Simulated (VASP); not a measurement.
# ZnO (P6_3mc) in VASP: a series of runs

The runs below take ZnO through single point, with LDA.

Program: VASP 6.6.1. These are calculated values, not measurements. Logs are shortened: lines on timing, memory, paths and dates and some standing lists are left out, and cuts for length are marked.

## 1. The cell of the first run

The structure is hexagonal, space group P6_3mc (No. 186). Conventional cell: a = 3.249 Å, b = 3.249 Å, c = 5.204 Å, α = 90.00°, β = 90.00°, γ = 120.00°. Zn (site symmetry 3m) has 4 O at 1.97 to 1.99 Å within 2.6 Å. Within 2.6 Å of O (site symmetry 3m) lie 4 Zn at 1.97 to 1.99 Å.

## 2. Single point, LDA

Contents of INCAR:

```
SYSTEM = ZnO
PREC = Accurate ; ENCUT = 520
EDIFF = 1E-7 ; ISMEAR = 0
SIGMA = 0.1 ; LREAL = .FALSE.
LASPH = .TRUE. ; NELM = 60
ALGO = Normal ; ISIF = 2
LWAVE = .FALSE. ; LCHARG = .TRUE.
LELF = .TRUE. ; LVHAR = .TRUE.
NBANDS = 26
```

Contents of KPOINTS:

```
Automatic mesh
0
G
  6 6 4
  0 0 0
```

Contents of POSCAR:

```
ZnO
1.0
    3.2494000000      0.0000000000      0.0000000000
   -1.6247000000      2.8140629500      0.0000000000
    0.0000000000      0.0000000000      5.2038000000
Zn O
2 2
Direct
    0.3333333300      0.6666666700      0.0000000000
    0.6666666700      0.3333333300      0.5000000000
    0.3333333300      0.6666666700      0.3830000000
    0.6666666700      0.3333333300      0.8830000000
```

Potentials or basis: VASP PAW LDA potentials, release 64 (Zn, O).

On the command line:

```sh
$ cat potpaw_LDA.64/Zn/POTCAR potpaw_LDA.64/O/POTCAR > POTCAR
$ mpirun -np 1 vasp_std > vasp.out
```

OUTCAR:

```text
SYSTEM = ZnO
   PREC = Accurate
   ENCUT = 520
   EDIFF = 1E-7
   ISMEAR = 0
   LREAL = .FALSE.
   LASPH = .TRUE.
   NELM = 60
   ISIF = 2

 ion  position               nearest neighbor table
   1  0.333  0.667  0.000-   4 1.97   4 1.97   4 1.97   3 1.99
   2  0.667  0.333  0.500-   3 1.97   3 1.97   3 1.97   4 1.99
   3  0.333  0.667  0.383-   2 1.97   2 1.97   2 1.97   1 1.99
   4  0.667  0.333  0.883-   1 1.97   1 1.97   1 1.97   2 1.99

  LATTYP: Found a hexagonal cell.
 ALAT       =     3.2494000000
 C/A-ratio  =     1.6014648858

  Lattice vectors:

 A1 = (   3.2494000000,   0.0000000000,   0.0000000000)
 A2 = (  -1.6247000000,   2.8140629500,   0.0000000000)
 A3 = (   0.0000000000,   0.0000000000,   5.2038000000)

Analysis of symmetry for initial positions (statically):
=====================================================================
 Subroutine PRICEL returns:
 Original cell was already a primitive cell.

 Routine SETGRP: Setting up the symmetry group for a
 hexagonal supercell.

 Subroutine GETGRP returns: Found 12 space group operations
 (whereof  6 operations were pure point group operations)
 out of a pool of 24 trial point group operations.

The static configuration has the point symmetry C_3v.
 The point group associated with its full space group is C_6v.

Analysis of symmetry for dynamics (positions and initial velocities):
=====================================================================
 Subroutine PRICEL returns:
 Original cell was already a primitive cell.

 Routine SETGRP: Setting up the symmetry group for a
 hexagonal supercell.

 Subroutine GETGRP returns: Found 12 space group operations
 (whereof  6 operations were pure point group operations)
 out of a pool of 24 trial point group operations.

The dynamic configuration has the point symmetry C_3v.
 The point group associated with its full space group is C_6v.

 Subroutine INISYM returns: Found 12 space group operations
 (whereof  6 operations are pure point group operations),
 and found     1 'primitive' translations

----------------------------------------------------------------------------------------

                                     Primitive cell

  volume of cell :      47.5836

  direct lattice vectors                    reciprocal lattice vectors
     3.249400000  0.000000000  0.000000000     0.307749123  0.177679039  0.000000000
    -1.624700000  2.814062950  0.000000000     0.000000000  0.355358078  0.000000000
     0.000000000  0.000000000  5.203800000     0.000000000  0.000000000  0.192167262

  length of vectors
     3.249400000  3.249400003  5.203800000     0.355358078  0.355358078  0.192167262

  position of ions in fractional coordinates (direct lattice)
     0.333333330  0.666666670  0.000000000
     0.666666670  0.333333330  0.500000000
     0.333333330  0.666666670  0.383000000
     0.666666670  0.333333330  0.883000000

  ion indices of the primitive-cell ions
   primitive index   ion index
                 1           1
                 2           2
                 3           3
                 4           4

----------------------------------------------------------------------------------------

 KPOINTS: Automatic mesh

Automatic generation of k-mesh.
 Grid dimensions read from file:
 generate k-points for:    6    6    4

 Generating k-lattice:

  Cartesian coordinates                     Fractional coordinates (reciprocal lattice)
     0.051291520  0.029613173  0.000000000     0.166666667  0.000000000  0.000000000
     0.000000000  0.059226346  0.000000000     0.000000000  0.166666667  0.000000000
     0.000000000  0.000000000  0.048041816     0.000000000  0.000000000  0.250000000

  Length of vectors
     0.059226346  0.059226346  0.048041816

  Shift w.r.t. Gamma in fractional coordinates (k-lattice)
     0.000000000  0.000000000  0.000000000

 Subroutine IBZKPT returns following result:
 ===========================================

 Found     21 irreducible k-points:

 Following reciprocal coordinates:
            Coordinates               Weight
  0.000000  0.000000  0.000000      1.000000
  0.166667  0.000000  0.000000      6.000000
  0.333333  0.000000  0.000000      6.000000
  0.500000  0.000000  0.000000      3.000000
  0.166667  0.166667  0.000000      6.000000
  0.333333  0.166667  0.000000     12.000000
[... 13 lines left out ...]
  0.333333  0.166667  0.500000     12.000000
  0.333333  0.333333  0.500000      2.000000
   k-points           NKPTS =     21   k-points in BZ     NKDIM =     21   number of bands    NBANDS=     26
   number of dos      NEDOS =    301   number of ions     NIONS =      4
   total plane-waves  NPLWV =  23040
   dimension x,y,z NGX =    24 NGY =   24 NGZ =   40
   dimension x,y,z NGXF=    48 NGYF=   48 NGZF=   80
   ions per type =               2   2
   NGX,Y,Z   is equivalent  to a cutoff of  12.28, 12.28, 12.78 a.u.
   NGXF,Y,Z  is equivalent  to a cutoff of  24.56, 24.56, 25.56 a.u.
 SYSTEM =  ZnO
   PREC   = accura    normal or accurate (medium, high low for compatibility)
   ISTART =      0    job   : 0-new  1-cont  2-samecut
   ICHARG =      2    charge: 1-file 2-atom 10-const
   ISPIN  =      1    spin polarized calculation?
   LNONCOLLINEAR =      F non collinear calculations
   LSORBIT =      F    spin-orbit coupling
   LASPH  =      T    aspherical Exc in radial PAW
   ENCUT  =  520.0 eV  38.22 Ry    6.18 a.u.   6.04  6.04  9.68*2*pi/ulx,y,z
   NELM   =     60;   NELMIN=  2; NELMDL= -5     # of ELM steps
   EDIFF  = 0.1E-06   stopping-criterion for ELM
   LREAL  =      F    real-space projection
   EDIFFG = 0.1E-05   stopping-criterion for IOM
   NSW    =      0    number of steps for IOM
   IBRION =     -1    ionic relax: 0-MD 1-quasi-New 2-CG
   NFREE  =      0    steps in history (QN), initial steepest desc. (CG)
   ISIF   =      2    stress and relaxation
   ISYM   =      2    0-nonsym 1-usesym 2-fastsym
   POTIM  = 0.5000    time-step for ionic-motion
   TEBEG  =    0.0;   TEEND  =   0.0 temperature during run
   PSTRESS=    0.0 pullay stress
   NELECT =      36.0000    total number of electrons
   NUPDOWN=      -1.0000    fix difference up-down
   EMIN   =  10.00;   EMAX   =-10.00  energy-range for DOS
   EFERMI =   0.00;   METHOD = LEGACY
   ISMEAR =     0;   SIGMA  =   0.10  broadening in eV -4-tet -1-fermi 0-gaus
   EFERMI_NEDOS =   21; number of points for ismear=-14 and -15
   IALGO  =     38    algorithm
   IMIX   =      4    mixing-type and parameters
     AMIX     =   0.40;   BMIX     =  1.00
     AMIX_MAG =   1.60;   BMIX_MAG =  1.00
  volume/ion in A,a.u.               =      11.90        80.28
  Fermi-wavevector in a.u.,A,eV,Ry     =   1.491729  2.818958 30.276420  2.225254
  Thomas-Fermi vector in A             =   2.604347
   LORBIT       =      0    0 simple, 1 ext, 2 COOP (PROOUT), +10 PAW based schemes
   GGA     = CA    functional components
   LHFCALC =     F    Hartree Fock is set to
   AEXX    =    0.0000 exact exchange contribution
   IVDW    =     0    specifies the selected vdW correction
   LEPSILON=     F    determine dielectric tensor
   LRPA    =     F    only Hartree local field effects (RPA)
 non-spin polarized calculation
 Gauss-broadening in eV      SIGMA  =   0.10
  energy-cutoff  :      520.00
  volume of cell :       47.58
 maximum number of plane-waves:      1302
   NGX = 13   NGY = 13   NGZ = 19

 number of electron      36.0000017 magnetization

 Free energy of the ion-electron system (eV)
  ---------------------------------------------------
  ext. energy  EPLUGINS =         0.00000000
  ---------------------------------------------------
  free energy    TOTEN  =       -21.11964235 eV

  energy without entropy =      -21.11964234  energy(sigma->0) =      -21.11964235

 E-fermi :   1.2611     XC(G=0): -11.4645

 val. band max:        0.8855998715   @ k =   0.0000   0.0000   0.0000
 cond. band min:       1.6268060561   @ k =   0.0000   0.0000   0.0000
 fundamental gap:      0.7412061846
 Fermi energy:         1.2610944167

 k-point     1 :       0.0000    0.0000    0.0000
  band No.  band energies     occupation
      1     -16.9213      2.00000
      2     -16.1469      2.00000
      3      -4.9058      2.00000
      4      -4.9058      2.00000
      5      -4.8062      2.00000
      6      -4.7913      2.00000
[... 18 lines left out ...]
     25      14.7872      0.00000
     26      14.7872      0.00000

 k-point     2 :       0.1667    0.0000    0.0000
  band No.  band energies     occupation
      1     -16.7665      2.00000
      2     -16.0810      2.00000
      3      -5.0554      2.00000
      4      -4.8192      2.00000
      5      -4.7793      2.00000
      6      -4.6988      2.00000
[... 18 lines left out ...]
     25      14.7365      0.00000
     26      15.0178      0.00000

 k-point     3 :       0.3333    0.0000    0.0000
  band No.  band energies     occupation
      1     -16.4166      2.00000
      2     -15.9715      2.00000
      3      -5.2078      2.00000
      4      -4.8526      2.00000
      5      -4.6763      2.00000
      6      -4.4629      2.00000
[... 18 lines left out ...]
     25      14.1460      0.00000
     26      14.7834      0.00000

 k-point     4 :       0.5000    0.0000    0.0000
  band No.  band energies     occupation
      1     -16.1932      2.00000
      2     -15.9556      2.00000
      3      -5.1237      2.00000
      4      -4.9445      2.00000
      5      -4.6284      2.00000
      6      -4.2529      2.00000
[... 18 lines left out ...]
     25      13.9735      0.00000
     26      14.9174      0.00000
[... 409 lines left out ...]
      1     -16.2511      2.00000
      2     -16.2511      2.00000
      3      -5.2333      2.00000
      4      -5.2333      2.00000
      5      -4.6766      2.00000
      6      -4.6766      2.00000
[... 18 lines left out ...]
     25      14.1530      0.00000
     26      14.1530      0.00000

 k-point    20 :       0.3333    0.1667    0.5000
  band No.  band energies     occupation
      1     -16.0663      2.00000
      2     -16.0663      2.00000
      3      -5.1710      2.00000
      4      -5.1710      2.00000
      5      -4.5368      2.00000
      6      -4.5368      2.00000
[... 18 lines left out ...]
     25      14.8957      0.00000
     26      14.8957      0.00000

 k-point    21 :       0.3333    0.3333    0.5000
  band No.  band energies     occupation
      1     -16.0057      2.00000
      2     -16.0057      2.00000
      3      -4.9160      2.00000
      4      -4.9160      2.00000
      5      -4.6745      2.00000
      6      -4.6745      2.00000
[... 18 lines left out ...]
     25      16.4123      0.00000
     26      16.4133      0.00000

------------------------ aborting loop because EDIFF is reached ----------------------------------------

  FORCE on cell =-STRESS in cart. coord.  units (eV):
  Direction    XX          YY          ZZ          XY          YZ          ZX
  --------------------------------------------------------------------------------------
  -------------------------------------------------------------------------------------
  Total       -1.8157813     -1.8157813     -1.7475328      0.0000000     -0.0000000      0.0000000
  in kB      -61.1387484    -61.1387485    -58.8407674      0.0000000     -0.0000000      0.0000000
  external PRESSURE =     -60.3727548 kB  Pullay stress =       0.0000000 kB

 VOLUME and BASIS-vectors are now :
 -----------------------------------------------------------------------------
  energy-cutoff  :      520.00
  volume of cell :       47.58
      direct lattice vectors                 reciprocal lattice vectors
     3.249400000  0.000000000  0.000000000     0.307749123  0.177679039  0.000000000
    -1.624700000  2.814062950  0.000000000     0.000000000  0.355358078  0.000000000
     0.000000000  0.000000000  5.203800000     0.000000000  0.000000000  0.192167262

 POSITION                                       TOTAL-FORCE (eV/Angst)
 -----------------------------------------------------------------------------------
     -0.00000      1.87604      0.00000        -0.000000      0.000000      0.067747
      1.62470      0.93802      2.60190         0.000000     -0.000000      0.067747
     -0.00000      1.87604      1.99306         0.000000      0.000000     -0.067747
      1.62470      0.93802      4.59496        -0.000000     -0.000000     -0.067747
 -----------------------------------------------------------------------------------
    total drift:                               -0.000016      0.000008     -0.000316

  FREE ENERGIE OF THE ION-ELECTRON SYSTEM (eV)
  ---------------------------------------------------
  free  energy   TOTEN  =       -21.1196423458 eV

  energy  without entropy=      -21.1196423446  energy(sigma->0) =      -21.11964235
```

Run time: 33 s. Hardware: 1 thread of Intel Xeon 8259CL, shared host; peak memory 0.15 GiB.

Results:

```yaml
Free_energy: -21.1196 eV
Pressure: -6.0 GPa
Largest_force: 0.068 eV/Å
Band_gap_on_the_k_mesh: 0.74 eV
```

Forces on the atoms (eV/Å):
```
Zn   0.000  0.000  0.068
Zn   0.000  0.000  0.068
O    0.000  0.000 -0.068
O    0.000  0.000 -0.068
```

Stress tensor (GPa, compression positive):
```
-6.11  0.00  0.00
 0.00 -6.11  0.00
 0.00  0.00 -5.88
```

Caveat: the cell stands under tension. A hybrid or GW would open this gap; LDA tends to underestimate it.

## 3. Single point, LDA

This run uses another cell than the first one, of 11.33 Å³/atom.

Contents of INCAR:

```
PREC = Accurate ; ENCUT = 520
EDIFF = 1E-6 ; ISMEAR = 0
SIGMA = 0.02 ; LREAL = F
LASPH = T ; NELM = 80
ALGO = Normal ; ISIF = 2
LWAVE = F ; LCHARG = F
NBANDS = 26
```

Contents of KPOINTS:

```
regular mesh
0
Gamma
  9 9 6
```

Contents of POSCAR:

```
ZnO
1.0
    3.1871253464      0.0000000000      0.0000000000
   -1.5935626732      2.7601315150      0.0000000000
    0.0000000000      0.0000000000      5.1525250745
Zn O
2 2
Direct
    0.3333333333      0.6666666667      0.0022872141
    0.6666666667      0.3333333333      0.5022872141
    0.3333333333      0.6666666667      0.3807127859
    0.6666666667      0.3333333333      0.8807127859
```

Potentials or basis: VASP PAW LDA potentials, release 64 (Zn, O).

On the command line:

```sh
$ cat potpaw_LDA.64/Zn/POTCAR potpaw_LDA.64/O/POTCAR > POTCAR
$ mpirun -np 1 vasp_std > vasp.out
```

Run time: 56 s. Hardware: 1 thread of Intel Xeon 8259CL, shared host; peak memory 0.17 GiB.

Results (log left out):

```
Free energy            : -21.1567 eV
Pressure               : 1.1 GPa
Band gap on the k mesh : 0.81 eV
```

Levels at points of the mesh, in eV from the valence-band top:
```
           k point  band 14  band 15  band 16  band 17  band 18  band 19  band 20  band 21  band 22  band 23
(0.00, 0.00, 0.00)    -0.86    -0.86    -0.10     0.00     0.00     0.81     5.29     8.20    12.96    12.96
(0.00, 0.00, 0.50)    -2.33    -0.43    -0.43    -0.43    -0.43     3.49     3.49    10.06    10.06    13.27
```
